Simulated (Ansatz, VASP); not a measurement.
# TaN in VASP and in Ansatz

INCAR

```
SYSTEM = TaN
ALGO = Fast
EDIFF = 1E-6
ENCUT = 520
ISIF = 2
ISMEAR = 0
LASPH = .TRUE.
LCHARG = .FALSE.
LREAL = .FALSE.
LWAVE = .FALSE.
NBANDS = 42
NELM = 100
PREC = Accurate
SIGMA = 0.15
```

KPOINTS

```
k-points
0
G
  14 14 4
  0 0 0
```

File POSCAR:

```
TaN
1.0
   -3.1035877079      0.0000000000      0.0000000000
   -1.5517938539     -2.6877857979      0.0000000000
   -2.1983746264     -2.0158393485     12.0200957435
Ta N
4 4
Direct
    0.0271249488     -0.3556355318      0.9186251535
    0.1937916155      0.0193644682      0.4186251535
    0.6104582822      0.5401978015      0.1686251535
    0.4437916155      0.1651978015      0.6686251535
    0.3062083845      0.2723021985      0.0813748465
    0.1395417178     -0.1026978015      0.5813748465
    0.5562083845      0.4181355318      0.3313748465
    0.3895417178      0.0431355318      0.8313748465
```

Input for Ansatz:

```yaml
crystal:
  lattice:
    - [-3.1035877079, 0.0, 0.0]
    - [-1.5517938539, -2.6877857979, 0.0]
    - [-2.1983746264, -2.0158393485, 12.0200957435]
  atoms:
    - { symbol: Ta, position: [0.0271249488, -0.3556355318, 0.9186251535] }
    - { symbol: Ta, position: [0.1937916155, 0.0193644682, 0.4186251535] }
    - { symbol: Ta, position: [0.6104582822, 0.5401978015, 0.1686251535] }
    - { symbol: Ta, position: [0.4437916155, 0.1651978015, 0.6686251535] }
    - { symbol: "N", position: [0.3062083845, 0.2723021985, 0.0813748465] }
    - { symbol: "N", position: [0.1395417178, -0.1026978015, 0.5813748465] }
    - { symbol: "N", position: [0.5562083845, 0.4181355318, 0.3313748465] }
    - { symbol: "N", position: [0.3895417178, 0.0431355318, 0.8313748465] }
basis:
  ecutwfc: 520.0
kpoints:
  mp_grid: { grid: [14, 14, 4] }
hamiltonian:
  xc: lda
scf:
  occupations: { method: gaussian, width: 0.15 }
output:
  forces: true
  stress: true
  eigenvalues: true
```

Alike in both runs: task single point; functional LDA; k mesh 14 × 14 × 4; occupations gaussian, width 0.15 eV; no spin polarisation.

```csv
,VASP,Ansatz
version,VASP 6.6.1,Ansatz 0.2.0
potentials or method,"VASP PAW LDA potentials, release 64 (Ta_pv, N), cutoff 520 eV","scalar-relativistic, plane waves, PAW"
valence electrons in the cell,64,72
```

|  | VASP | Ansatz | Ansatz less VASP |
| --- | --- | --- | --- |
| gap on the k mesh at the Fermi level (eV) | none | none | - |
| pressure (GPa) | -1.5 | -3.0 | -1.44 |
| traceless stress, the component that is largest in VASP (GPa) | 1.45 | 1.51 | +0.058 |
| rms of the force components (eV/Å) | 0.567 | 0.560 | -0.0072 |

LDA's correlation is that of Perdew and Zunger in VASP and of Perdew and Wang (1992) in Ansatz. Atom by atom the forces differ by 0.018 eV/Å (rms over components). A gap of «none» marks a metal or a gap that the smearing closes. VASP's potentials hold 64 valence electrons a cell and Ansatz's 72, so a difference there can come from the potentials and not from the codes.

Spin-orbit coupling is off throughout.
